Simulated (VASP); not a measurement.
# InAs (F-43m) in VASP: a series of runs, part 2 of 2

VASP 6.6.1. Earlier steps stand in the parts before.

## (4) Relaxation of cell and atoms, PBEsol, target pressure 7 GPa, at which the enthalpy is minimised

Input file INCAR:

```
SYSTEM = InAs
ALGO = Normal
EDIFF = 1E-6
EDIFFG = -0.002
ENCUT = 600
GGA = PS
IBRION = 2
ISIF = 3
ISMEAR = -1
LASPH = .True.
LCHARG = .False.
LREAL = .False.
LWAVE = .False.
NELM = 80
NSW = 100
PREC = Accurate
PSTRESS = 70.0
SIGMA = 0.08
```

Input file KPOINTS:

```
k-points
0
Gamma
  14 14 14
  0 0 0
```

Input file POSCAR:

```
InAs
1.0
    0.0000000000      3.0438735453      3.0438735453
    3.0438735453      0.0000000000      3.0438735453
    3.0438735453      3.0438735453      0.0000000000
In As
1 1
Direct
    0.0000000000      0.0000000000      0.0000000000
    0.7500000000      0.7500000000      0.7500000000
```

Potentials or basis: VASP PAW PBE potentials, release 64 (In_d, As).

On the command line:

```sh
cat potpaw_PBE.64/In_d/POTCAR potpaw_PBE.64/As/POTCAR > POTCAR
mpirun -np 1 vasp_std > vasp.out
```

OUTCAR:

```text
SYSTEM = InAs
   EDIFF = 1E-6
   EDIFFG = -0.002
   ENCUT = 600
   GGA = PS
   IBRION = 2
   ISIF = 3
   ISMEAR = -1
   LASPH = .True.
   LREAL = .False.
   NELM = 80
   NSW = 100
   PREC = Accurate
   PSTRESS = 70.0

 ion  position               nearest neighbor table
   1  0.000  0.000  0.000-   2 2.64   2 2.64   2 2.64   2 2.64
   2  0.750  0.750  0.750-   1 2.64   1 2.64   1 2.64   1 2.64

  LATTYP: Found a face centered cubic cell.
 ALAT       =     6.0877470906

  Lattice vectors:

 A1 = (   0.0000000000,   3.0438735453,   3.0438735453)
 A2 = (   3.0438735453,   0.0000000000,   3.0438735453)
 A3 = (   3.0438735453,   3.0438735453,   0.0000000000)

Analysis of symmetry for initial positions (statically):
=====================================================================
 Subroutine PRICEL returns:
 Original cell was already a primitive cell.

 Routine SETGRP: Setting up the symmetry group for a
 face centered cubic supercell.

 Subroutine GETGRP returns: Found 24 space group operations
 (whereof 24 operations were pure point group operations)
 out of a pool of 48 trial point group operations.

The static configuration has the point symmetry T_d .

Analysis of symmetry for dynamics (positions and initial velocities):
=====================================================================
 Subroutine PRICEL returns:
 Original cell was already a primitive cell.

 Routine SETGRP: Setting up the symmetry group for a
 face centered cubic supercell.

 Subroutine GETGRP returns: Found 24 space group operations
 (whereof 24 operations were pure point group operations)
 out of a pool of 48 trial point group operations.

The dynamic configuration has the point symmetry T_d .

 Subroutine INISYM returns: Found 24 space group operations
 (whereof 24 operations are pure point group operations),
 and found     1 'primitive' translations

----------------------------------------------------------------------------------------

                                     Primitive cell

  volume of cell :      56.4040

  direct lattice vectors                    reciprocal lattice vectors
[... 78 lines left out ...]
   PREC   = accura    normal or accurate (medium, high low for compatibility)
   ISTART =      0    job   : 0-new  1-cont  2-samecut
   ICHARG =      2    charge: 1-file 2-atom 10-const
   ISPIN  =      1    spin polarized calculation?
   LNONCOLLINEAR =      F non collinear calculations
   LSORBIT =      F    spin-orbit coupling
   LASPH  =      T    aspherical Exc in radial PAW
   ENCUT  =  600.0 eV  44.10 Ry    6.64 a.u.   8.60  8.60  8.60*2*pi/ulx,y,z
   NELM   =     80;   NELMIN=  2; NELMDL= -5     # of ELM steps
   EDIFF  = 0.1E-05   stopping-criterion for ELM
   LREAL  =      F    real-space projection
   EDIFFG = -.2E-02   stopping-criterion for IOM
   NSW    =    100    number of steps for IOM
   IBRION =      2    ionic relax: 0-MD 1-quasi-New 2-CG
   NFREE  =      1    steps in history (QN), initial steepest desc. (CG)
   ISIF   =      3    stress and relaxation
   ISYM   =      2    0-nonsym 1-usesym 2-fastsym
   POTIM  = 0.5000    time-step for ionic-motion
   TEBEG  =    0.0;   TEEND  =   0.0 temperature during run
   PSTRESS=   70.0 pullay stress
   NELECT =      18.0000    total number of electrons
   NUPDOWN=      -1.0000    fix difference up-down
   EMIN   =  10.00;   EMAX   =-10.00  energy-range for DOS
   EFERMI =   0.00;   METHOD = LEGACY
   ISMEAR =    -1;   SIGMA  =   0.08  broadening in eV -4-tet -1-fermi 0-gaus
   EFERMI_NEDOS =   21; number of points for ismear=-14 and -15
   IALGO  =     38    algorithm
   IMIX   =      4    mixing-type and parameters
     AMIX     =   0.40;   BMIX     =  1.00
     AMIX_MAG =   1.60;   BMIX_MAG =  1.00
  volume/ion in A,a.u.               =      28.20       190.32
  Fermi-wavevector in a.u.,A,eV,Ry     =   1.118740  2.114112 17.028760  1.251579
  Thomas-Fermi vector in A             =   2.255373
   LORBIT       =      0    0 simple, 1 ext, 2 COOP (PROOUT), +10 PAW based schemes
   GGA     = PS    functional components
   LHFCALC =     F    Hartree Fock is set to
   AEXX    =    0.0000 exact exchange contribution
   IVDW    =     0    specifies the selected vdW correction
   LEPSILON=     F    determine dielectric tensor
   LRPA    =     F    only Hartree local field effects (RPA)
 conjugate gradient relaxation of ions
 non-spin polarized calculation
  energy-cutoff  :      600.00
  volume of cell :       56.40
 maximum number of plane-waves:      1900
   NGX = 17   NGY = 17   NGZ = 17

--------------------------------------- Ionic step        1  -------------------------------------------

 number of electron      18.0000004 magnetization

 Free energy of the ion-electron system (eV)
  ---------------------------------------------------
  ext. energy  EPLUGINS =         0.00000000
  ---------------------------------------------------
  free energy    TOTEN  =        -8.49136754 eV

  energy without entropy =       -8.49101179  energy(sigma->0) =       -8.49118966

 E-fermi :   4.4015     XC(G=0):  -9.1968

 val. band max:        4.1704236965   @ k =   0.0000   0.0000   0.0000
 cond. band min:       4.7843745242   @ k =   0.0714   0.0000   0.0000
 fundamental gap:      0.6139508277
 Fermi energy:         4.4015004487
[... 966 lines left out ...]
--------------------------------------- Ionic step        6  -------------------------------------------

 number of electron      17.9999998 magnetization

 Free energy of the ion-electron system (eV)
  ---------------------------------------------------
  ext. energy  EPLUGINS =         0.00000000
  ---------------------------------------------------
  free energy    TOTEN  =        -8.38536387 eV

  energy without entropy =       -8.38508186  energy(sigma->0) =       -8.38522286

 E-fermi :   5.4315     XC(G=0):  -9.6268

 val. band max:        5.3068503999   @ k =   0.0000   0.0000   0.0000
 cond. band min:       6.1077725471   @ k =   0.0714   0.0000   0.0000
 fundamental gap:      0.8009221472
 Fermi energy:         5.4314972039
[... 417 lines left out ...]
  energy  without entropy=       -8.3850818579  energy(sigma->0) =       -8.38522286

  enthalpy is  TOTEN    =        -6.1503649931 eV   P V=        2.2349988772

 reached required accuracy - stopping structural energy minimisation
```

OSZICAR:

```text
N       E                     dE             d eps       ncg     rms          rms(c)
DAV:   1     0.117349684778E+03    0.11735E+03   -0.92067E+03  2714   0.164E+03
[... 48 lines left out ...]
DAV:   6    -0.838687003222E+01    0.64246E-06   -0.37655E-07  1412   0.767E-03
   5 F= -.61503576E+01 E0= -.61502161E+01  d E =-.313556E-06
       N       E                     dE             d eps       ncg     rms          rms(c)
DAV:   1    -0.838543891282E+01    0.14318E-02   -0.18645E-03  3419   0.984E-01    0.572E-02
DAV:   2    -0.838537393766E+01    0.64975E-04   -0.13781E-04  3329   0.317E-01    0.200E-02
DAV:   3    -0.838536369500E+01    0.10243E-04   -0.32219E-05  3414   0.139E-01    0.111E-02
DAV:   4    -0.838536387027E+01   -0.17527E-06   -0.13523E-06  1377   0.133E-02
   6 F= -.61503650E+01 E0= -.61502240E+01  d E =-.771021E-05
```

CONTCAR:

```text
InAs
   1.00000000000000
     0.0000000000000000    2.9463654870780198    2.9463654870780198
     2.9463654870780198   -0.0000000000000000    2.9463654870780198
     2.9463654870780198    2.9463654870780198   -0.0000000000000000
  In              As
     1     1
Direct
     1.0000000000000000    1.0000000000000000    1.0000000000000000
     0.7500000000000000    0.7500000000000000    0.7500000000000000

  0.00000000E+00  0.00000000E+00  0.00000000E+00
  0.00000000E+00  0.00000000E+00  0.00000000E+00
```

Run time: 3.4 min. Hardware: 1 thread of AMD EPYC 9R45 (Zen 5), shared host; peak memory 0.26 GiB.

Results:

* Free energy: -8.3854 eV
* Relaxed volume: 25.58 Å³/atom
* Relaxed cell: a = 4.167 Å, b = 4.167 Å, c = 4.167 Å, α = 60.00°, β = 60.00°, γ = 60.00°
* Space group after relaxing (to 0.1 Å): F-43m (No. 216)
* Energy change on relaxing (the run minimises the enthalpy): +53.0 meV/atom
* Ionic steps: 6
* Pressure after relaxing: 7.0 GPa

Step by step:
| step | energy change (eV) | largest force (eV/Å) | pressure (GPa) | volume (Å³) |
| --- | --- | --- | --- | --- |
| 1 | 0.0000 | 0.0000 | 0.08 | 56.40 |
| 2 | 0.3893 | 0.0000 | 15.68 | 47.04 |
| 3 | 0.1035 | 0.0000 | 6.91 | 51.21 |
| 4 | 0.1079 | 0.0000 | 7.07 | 51.11 |
| 5 | 0.1045 | 0.0000 | 6.94 | 51.19 |
| 6 | 0.1060 | 0.0000 | 7.00 | 51.16 |

Final structure:
```yaml
crystal:
  lattice:
    - [0.00000, 2.94637, 2.94637]
    - [2.94637, 0.00000, 2.94637]
    - [2.94637, 2.94637, 0.00000]
  atoms:
    - { symbol: In, position: [0.00000, 0.00000, 0.00000] }
    - { symbol: As, position: [0.75000, 0.75000, 0.75000] }
```

Caveat: the cell is relaxed towards a set pressure, so the run minimises the enthalpy, not the energy; the PAW data sets were made with another functional, which shifts forces and pressure a little; spin-orbit coupling is left out, which moves the levels of the heavy elements.

## (5) Relaxation of cell and atoms, PBEsol, target pressure 10 GPa, at which the enthalpy is minimised

Input file INCAR:

```
SYSTEM = InAs
PREC = Accurate
ENCUT = 600
EDIFF = 1E-6
ISMEAR = -1
SIGMA = 0.08
LREAL = .FALSE.
LASPH = .TRUE.
NELM = 60
ALGO = Normal
ISIF = 3
LWAVE = .FALSE.
LCHARG = .FALSE.
GGA = PS
IBRION = 2
NSW = 100
EDIFFG = -0.002
PSTRESS = 100.0
```

Input file KPOINTS:

```
Automatic mesh
0
G
  14 14 14
  0 0 0
```

POSCAR is that of step 4.

On the command line:

```sh
cat potpaw_PBE.64/In_d/POTCAR potpaw_PBE.64/As/POTCAR > POTCAR
mpirun -np 1 vasp_std > vasp.out
```

Run time: 3.8 min. Hardware: 1 thread of AMD EPYC 9R45 (Zen 5), shared host; peak memory 0.26 GiB.

Results (log left out):

```yaml
Free_energy: -8.2991 eV
Relaxed_volume: 24.76 Å³/atom
Relaxed_cell: a = 4.122 Å, b = 4.122 Å, c = 4.122 Å, α = 60.00°, β = 60.00°, γ = 60.00°
Space_group_after_relaxing_to_0.1_Å: F-43m (No. 216)
Energy_change_on_relaxing_the_run_minimises_the_enthalpy: +96.1 meV/atom
Ionic_steps: 7
Pressure_after_relaxing: 10.0 GPa
Band_gap_on_the_k_mesh: 0.28 eV
```

Step by step:
| step | energy change (eV) | largest force (eV/Å) | pressure (GPa) | volume (Å³) |
| --- | --- | --- | --- | --- |
| 1 | 0.0000 | 0.0000 | 0.08 | 56.40 |
| 2 | 0.8810 | 0.0000 | 27.51 | 43.32 |
| 3 | 0.1819 | 0.0000 | 9.74 | 49.69 |
| 4 | 0.1897 | 0.0000 | 9.93 | 49.56 |
| 5 | 0.1979 | 0.0000 | 10.19 | 49.43 |
| 6 | 0.1860 | 0.0000 | 9.83 | 49.62 |
| 7 | 0.1922 | 0.0000 | 10.01 | 49.52 |

Final structure:
```xyz
2
Lattice="0.0000 2.9147 2.9147 2.9147 0.0000 2.9147 2.9147 2.9147 0.0000" Properties=species:S:1:pos:R:3 pbc="T T T"
In    0.0000    0.0000    0.0000
As    4.3720    4.3720    4.3720
```

Levels at points of the mesh, in eV from the valence-band top:
```tsv
k point	band 5	band 6	band 7	band 8	band 9	band 10	band 11	band 12	band 13
(0.00, 0.00, 0.00)	-14.43	-12.67	0.00	0.00	0.00	0.28	3.88	3.88	3.88
(0.50, 0.00, 0.00)	-14.42	-10.80	-6.43	-1.18	-1.18	1.11	4.66	4.66	6.78
(0.50, 0.50, 0.00)	-14.40	-10.13	-6.40	-2.75	-2.75	1.24	1.96	9.83	10.00
```

Caveat: the cell is relaxed towards a set pressure, so the run minimises the enthalpy, not the energy; the PAW data sets were made with another functional, which shifts forces and pressure a little; spin-orbit coupling is left out, which moves the levels of the heavy elements.

## (6) Overview

```tsv
cell	gap on the mesh (eV)	pressure (GPa)
relaxed to 2 GPa	none	2.0
relaxed to 4 GPa	none	4.0
relaxed to 7 GPa	-	7.0
relaxed to 10 GPa	0.28	10.0
```

Alike in all rows: task relaxation of cell and atoms; level PBEsol; potentials or basis VASP PAW PBE potentials, release 64 (In_d, As); no spin polarisation; k mesh 14 × 14 × 14; cutoff (eV) 600; smearing fermi-dirac 0.08 eV.

Caveats: the cell is relaxed towards a set pressure, so the run minimises the enthalpy, not the energy; the PAW data sets were made with another functional, which shifts forces and pressure a little; spin-orbit coupling is left out, which moves the levels of the heavy elements; semilocal functionals underestimate gaps, so a narrow gap can read as zero (at least some runs).

Total energies depend on the potentials used, so only differences within one code and one set of settings carry meaning.
